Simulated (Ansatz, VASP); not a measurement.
## Two plane-wave programs on TiN

```
Ti N
1.0
     0.00000    2.10230    2.10230
     2.10230    0.00000    2.10230
     2.10230    2.10230    0.00000
Ti N
1 1
Direct
  0.00000 0.00000 0.00000
  0.50000 0.50000 0.50000
```

Alike in both runs: functional PBEsol; k mesh 18 × 18 × 18; occupations fermi-dirac, width 0.1 eV; no spin polarisation.

Ansatz relaxed the structure, and its values are those at the end. VASP's run is a single point on that final structure, the one shown.

|  | VASP | Ansatz |
| --- | --- | --- |
| version | VASP 6.6.1 | Ansatz 0.2.0 |
| potentials or method | VASP PAW PBE potentials, release 64 (Ti_sv, N) | PAW with Ansatz's default frozen-core files, scalar-relativistic |
| plane-wave cutoff (eV) | 520 | 420 |
| valence electrons in the cell | 17 | 17 |

|  | VASP | Ansatz | Ansatz less VASP |
| --- | --- | --- | --- |
| pressure (GPa) | 0.5 | 0.0 | -0.47 |

VASP's potentials were made for PBE, not for PBEsol. The functional is the same, so the differences come from potentials, cutoffs and numerics.
